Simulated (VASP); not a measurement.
# GeSe3 (I4/mmm) in VASP: a series of runs, part 3 of 3

VASP 6.6.1. Earlier steps stand in the parts before.

## 4. Relaxation of cell and atoms, PBE

Contents of INCAR:

```
PREC = Accurate ; ENCUT = 600
EDIFF = 1E-6 ; ISMEAR = 0
SIGMA = 0.1 ; LREAL = False
LASPH = True ; NELM = 100
ALGO = Normal ; ISIF = 3
LWAVE = False ; LCHARG = False
GGA = PE ; IBRION = 2
NSW = 90 ; EDIFFG = -0.04
```

Contents of KPOINTS:

```
Automatic mesh
0
Gamma
  6 6 6
```

Contents of POSCAR:

```
GeSe3
1.0
   -2.2106147201      2.2106147201      4.9379965177
    2.2106147201     -2.2106147201      4.9379965177
    2.2106147201      2.2106147201     -4.9379965177
Ge Se
1 3
Direct
    0.0000000000      0.0000000000      0.0000000000
    0.5000000000      0.5000000000      0.0000000000
    0.2500000000      0.7500000000      0.5000000000
    0.7500000000      0.2500000000      0.5000000000
```

Potentials or basis: VASP PAW PBE potentials, release 64 (Ge_d, Se).

Run with:

```sh
> cat potpaw_PBE.64/Ge_d/POTCAR potpaw_PBE.64/Se/POTCAR > POTCAR
> mpirun -np 1 vasp_std > vasp.out
```

OUTCAR:

```text
PREC = Accurate
   ENCUT = 600
   EDIFF = 1E-6
   ISMEAR = 0
   LREAL = False
   LASPH = True
   NELM = 100
   ISIF = 3
   GGA = PE
   IBRION = 2
   NSW = 90
   EDIFFG = -0.04

 ion  position               nearest neighbor table
   1  0.000  0.000  0.000-
   2  0.500  0.500  0.000-
   3  0.250  0.750  0.500-
   4  0.750  0.250  0.500-

  LATTYP: Found a body centered tetragonal cell.
 ALAT       =     4.4212294402
 C/A-ratio  =     2.2337662338

  Lattice vectors:

 A1 = (  -2.2106147201,   2.2106147201,   4.9379965177)
 A2 = (   2.2106147201,  -2.2106147201,   4.9379965177)
 A3 = (   2.2106147201,   2.2106147201,  -4.9379965177)

Analysis of symmetry for initial positions (statically):
=====================================================================
 Subroutine PRICEL returns:
 Original cell was already a primitive cell.

 Routine SETGRP: Setting up the symmetry group for a
 body centered tetragonal supercell.

 Subroutine GETGRP returns: Found 16 space group operations
 (whereof 16 operations were pure point group operations)
 out of a pool of 16 trial point group operations.

The static configuration has the point symmetry D_4h.

Analysis of symmetry for dynamics (positions and initial velocities):
=====================================================================
 Subroutine PRICEL returns:
 Original cell was already a primitive cell.

 Routine SETGRP: Setting up the symmetry group for a
 body centered tetragonal supercell.

 Subroutine GETGRP returns: Found 16 space group operations
 (whereof 16 operations were pure point group operations)
 out of a pool of 16 trial point group operations.

The dynamic configuration has the point symmetry D_4h.

 Subroutine INISYM returns: Found 16 space group operations
 (whereof 16 operations are pure point group operations),
 and found     1 'primitive' translations

----------------------------------------------------------------------------------------

                                     Primitive cell

  volume of cell :      96.5244

  direct lattice vectors                    reciprocal lattice vectors
    -2.210614720  2.210614720  4.937996518     0.000000000  0.226181431  0.101255640
     2.210614720 -2.210614720  4.937996518     0.226181431  0.000000000  0.101255640
     2.210614720  2.210614720 -4.937996518     0.226181431  0.226181431  0.000000000

  length of vectors
     5.844437055  5.844437055  5.844437055     0.247811913  0.247811913  0.319868847

  position of ions in fractional coordinates (direct lattice)
     0.000000000  0.000000000  0.000000000
     0.500000000  0.500000000  0.000000000
     0.250000000  0.750000000  0.500000000
     0.750000000  0.250000000  0.500000000

  ion indices of the primitive-cell ions
   primitive index   ion index
                 1           1
                 2           2
                 3           3
                 4           4

----------------------------------------------------------------------------------------

 KPOINTS: Automatic mesh

Automatic generation of k-mesh.
 Grid dimensions read from file:
 generate k-points for:    6    6    6

 Generating k-lattice:

  Cartesian coordinates                     Fractional coordinates (reciprocal lattice)
     0.000000000  0.037696905  0.016875940     0.166666667  0.000000000 -0.000000000
     0.037696905  0.000000000  0.016875940     0.000000000  0.166666667 -0.000000000
     0.037696905  0.037696905  0.000000000     0.000000000  0.000000000  0.166666667

  Length of vectors
     0.041301986  0.041301986  0.053311474

  Shift w.r.t. Gamma in fractional coordinates (k-lattice)
     0.000000000  0.000000000  0.000000000

 Subroutine IBZKPT returns following result:
 ===========================================

 Found     30 irreducible k-points:

 Following reciprocal coordinates:
            Coordinates               Weight
  0.000000  0.000000  0.000000      1.000000
  0.166667  0.000000 -0.000000      8.000000
  0.333333  0.000000  0.000000      8.000000
  0.500000 -0.000000  0.000000      4.000000
  0.166667  0.166667  0.000000      8.000000
  0.333333  0.166667 -0.000000     16.000000
[... 16 lines left out ...]
 -0.333333 -0.333333  0.166667      8.000000
 -0.166667 -0.333333  0.166667      8.000000
 [... further k-points ...]
   k-points           NKPTS =     30   k-points in BZ     NKDIM =     30   number of bands    NBANDS=     20
   number of dos      NEDOS =    301   number of ions     NIONS =      4
   total plane-waves  NPLWV = 110592
   dimension x,y,z NGX =    48 NGY =   48 NGZ =   48
   dimension x,y,z NGXF=    96 NGYF=   96 NGZF=   96
   ions per type =               1   3
   NGX,Y,Z   is equivalent  to a cutoff of  13.65, 13.65, 13.65 a.u.
   NGXF,Y,Z  is equivalent  to a cutoff of  27.31, 27.31, 27.31 a.u.
 SYSTEM =  unknown system
   PREC   = accura    normal or accurate (medium, high low for compatibility)
   ISTART =      0    job   : 0-new  1-cont  2-samecut
   ICHARG =      2    charge: 1-file 2-atom 10-const
   ISPIN  =      1    spin polarized calculation?
   LNONCOLLINEAR =      F non collinear calculations
   LSORBIT =      F    spin-orbit coupling
   LASPH  =      T    aspherical Exc in radial PAW
   ENCUT  =  600.0 eV  44.10 Ry    6.64 a.u.  11.67 11.67 11.67*2*pi/ulx,y,z
   NELM   =    100;   NELMIN=  2; NELMDL= -5     # of ELM steps
   EDIFF  = 0.1E-05   stopping-criterion for ELM
   LREAL  =      F    real-space projection
   EDIFFG = -.4E-01   stopping-criterion for IOM
   NSW    =     90    number of steps for IOM
   IBRION =      2    ionic relax: 0-MD 1-quasi-New 2-CG
   NFREE  =      1    steps in history (QN), initial steepest desc. (CG)
   ISIF   =      3    stress and relaxation
   ISYM   =      2    0-nonsym 1-usesym 2-fastsym
   POTIM  = 0.5000    time-step for ionic-motion
   TEBEG  =    0.0;   TEEND  =   0.0 temperature during run
   PSTRESS=    0.0 pullay stress
   NELECT =      32.0000    total number of electrons
   NUPDOWN=      -1.0000    fix difference up-down
   EMIN   =  10.00;   EMAX   =-10.00  energy-range for DOS
   EFERMI =   0.00;   METHOD = LEGACY
   ISMEAR =     0;   SIGMA  =   0.10  broadening in eV -4-tet -1-fermi 0-gaus
   EFERMI_NEDOS =   21; number of points for ismear=-14 and -15
   IALGO  =     38    algorithm
   IMIX   =      4    mixing-type and parameters
     AMIX     =   0.40;   BMIX     =  1.00
     AMIX_MAG =   1.60;   BMIX_MAG =  1.00
  volume/ion in A,a.u.               =      24.13       162.84
  Fermi-wavevector in a.u.,A,eV,Ry     =   1.133042  2.141138 17.466932  1.283783
  Thomas-Fermi vector in A             =   2.269744
   LORBIT       =      0    0 simple, 1 ext, 2 COOP (PROOUT), +10 PAW based schemes
   GGA     = PE    functional components
   LHFCALC =     F    Hartree Fock is set to
   AEXX    =    0.0000 exact exchange contribution
   IVDW    =     0    specifies the selected vdW correction
   LEPSILON=     F    determine dielectric tensor
   LRPA    =     F    only Hartree local field effects (RPA)
 conjugate gradient relaxation of ions
 non-spin polarized calculation
 Gauss-broadening in eV      SIGMA  =   0.10
  energy-cutoff  :      600.00
  volume of cell :       96.52
 maximum number of plane-waves:      3268
 NGX is ok and might be reduce to    48
   NGX = 23   NGY = 23   NGZ = 23

--------------------------------------- Ionic step        1  -------------------------------------------

 number of electron      32.0000002 magnetization

 Free energy of the ion-electron system (eV)
  ---------------------------------------------------
  ext. energy  EPLUGINS =         0.00000000
  ---------------------------------------------------
  free energy    TOTEN  =       -12.99670219 eV

  energy without entropy =      -12.98193198  energy(sigma->0) =      -12.98931708

------------------------ aborting loop because EDIFF is reached ----------------------------------------

  FORCE on cell =-STRESS in cart. coord.  units (eV):
  Direction    XX          YY          ZZ          XY          YZ          ZX
  --------------------------------------------------------------------------------------
  -------------------------------------------------------------------------------------
  Total       -5.3976121     -5.3976121     -1.1661059      0.0000000      0.0000000      0.0000000
  in kB      -89.5932665    -89.5932665    -19.3558249      0.0000000      0.0000000      0.0000000
  external PRESSURE =     -66.1807860 kB  Pullay stress =       0.0000000 kB
[... 1218 lines left out ...]
     19       6.6094      0.00000
     20       8.8349      0.00000

 [... further k-points ...]

[... ionic steps 4 to 12 ...]

--------------------------------------- Ionic step       13  -------------------------------------------

 number of electron      31.9999990 magnetization

------------------------ aborting loop because EDIFF is reached ----------------------------------------
[... 71 lines left out ...]
--------------------------------------- Ionic step       15  -------------------------------------------

 number of electron      31.9999982 magnetization

 Free energy of the ion-electron system (eV)
  ---------------------------------------------------
  ext. energy  EPLUGINS =         0.00000000
  ---------------------------------------------------
  free energy    TOTEN  =       -14.32121191 eV

  energy without entropy =      -14.31149558  energy(sigma->0) =      -14.31635374

 E-fermi :   2.7851     XC(G=0):  -9.0526

 val. band max:        2.7684805080   @ k =   0.5000   0.5000   0.3333
 cond. band min:       2.8686897368   @ k =   0.5000   0.5000   0.3333
 fundamental gap:      0.1002092288
 Fermi energy:         2.7850918198
[... 583 lines left out ...]
  FREE ENERGIE OF THE ION-ELECTRON SYSTEM (eV)
  ---------------------------------------------------
  free  energy   TOTEN  =       -14.3212119080 eV

  energy  without entropy=      -14.3114955771  energy(sigma->0) =      -14.31635374

 reached required accuracy - stopping structural energy minimisation
```

OSZICAR:

```text
N       E                     dE             d eps       ncg     rms          rms(c)
DAV:   1     0.272264840579E+03    0.27226E+03   -0.15914E+04  1384   0.279E+03
[... 154 lines left out ...]
DAV:   1    -0.143384181499E+02   -0.17701E-01   -0.33247E-01  1440   0.666E+00    0.713E-01
DAV:   2    -0.143257127556E+02    0.12705E-01   -0.19806E-02  1528   0.180E+00    0.355E-01
DAV:   3    -0.143214864826E+02    0.42263E-02   -0.10365E-02  1516   0.100E+00    0.859E-02
DAV:   4    -0.143213066450E+02    0.17984E-03   -0.57164E-04  1280   0.160E-01    0.600E-02
DAV:   5    -0.143212115188E+02    0.95126E-04   -0.19139E-04  1464   0.154E-01    0.172E-02
DAV:   6    -0.143212113578E+02    0.16102E-06   -0.15274E-05  1328   0.232E-02    0.912E-03
DAV:   7    -0.143212119080E+02   -0.55024E-06   -0.26479E-06  1036   0.152E-02
  15 F= -.14321212E+02 E0= -.14316354E+02  d E =-.151986E-02
```

Wall time 10 min (1 thread of Intel Xeon 6975P-C (Granite Rapids), shared host); peak memory 0.38 GiB.

What came out:

```
Free energy                           : -14.3212 eV
Relaxed volume                        : 26.79 Å³/atom
Relaxed cell                          : a = 7.944 Å, b = 7.944 Å, c = 7.944 Å, α = 152.44°, β = 152.44°, γ = 39.38°
Space group after relaxing (to 0.1 Å) : I4/mmm (No. 139)
Energy gained by relaxing             : 331.1 meV/atom
Ionic steps                           : 15
Pressure after relaxing               : 0.1 GPa
Band gap on the k mesh                : zero (bands 16 and 17 overlap by 1.84 eV)
```

The path:
| step | energy change (eV) | largest force (eV/Å) | pressure (GPa) | volume (Å³) |
| --- | --- | --- | --- | --- |
| 1 | 0.0000 | 0.0000 | -6.62 | 96.52 |
| 2 | -0.4429 | 0.0000 | 0.58 | 83.18 |
| 3 | -0.4476 | 0.0000 | 1.45 | 82.04 |
| 4 | -0.5701 | 0.0000 | 1.65 | 82.43 |
| 5 | -0.8346 | 0.0000 | 3.80 | 82.78 |
| 6 | -0.9261 | 0.0000 | -0.06 | 88.99 |
| 7 | -0.9333 | 0.0000 | -1.73 | 92.97 |
| 8 | -1.0027 | 0.0000 | -2.01 | 95.97 |
| 9 | -1.2805 | 0.0000 | -1.51 | 104.37 |
| 10 | -0.9402 | 0.0000 | 2.28 | 118.59 |
| 11 | -1.3205 | 0.0000 | -0.72 | 107.45 |
| 12 | -1.3230 | 0.0000 | -0.46 | 108.27 |
| 13 | -1.3230 | 0.0000 | -0.42 | 108.54 |
| 14 | -1.3240 | 0.0000 | 0.26 | 106.26 |
| 15 | -1.3245 | 0.0000 | 0.09 | 107.15 |

Final structure:
```
CELL_PARAMETERS angstrom
-1.89246 1.89246 7.47950
1.89246 -1.89246 7.47950
1.89246 1.89246 -7.47950
ATOMIC_POSITIONS crystal
Ge 0.00000 0.00000 0.00000
Se 0.50000 0.50000 0.00000
Se 0.25000 0.75000 0.50000
Se 0.75000 0.25000 0.50000
```

Caveat: a cell axis changed by over 15 % at a fixed basis, so the end point is rough.

## 5. Summary

```csv
task,cell,cutoff (eV),gap on the mesh (eV),pressure (GPa)
single point,"a = 5.844 Å, angles 135.6, 135.6, 64.7°, 4 atoms",520,none,-6.6
single point,"a = 8.074 Å, angles 152.9, 152.9, 38.7°, 4 atoms",520,none,0.0
relaxation of cell and atoms,"relaxed from a = 5.844 Å, angles 135.6, 135.6, 64.7°, 4 atoms",600,none,0.1
```

Alike in all rows: level PBE; potentials or basis VASP PAW PBE potentials, release 64 (Ge_d, Se); no spin polarisation; k mesh 6 × 6 × 6; smearing gaussian 0.1 eV.

Caveats: the cell stands under tension (at least some runs); a cell axis changed by over 15 % at a fixed basis, so the end point is rough (at least some runs).

Total energies depend on the potentials used, so only differences within one code and one set of settings carry meaning.
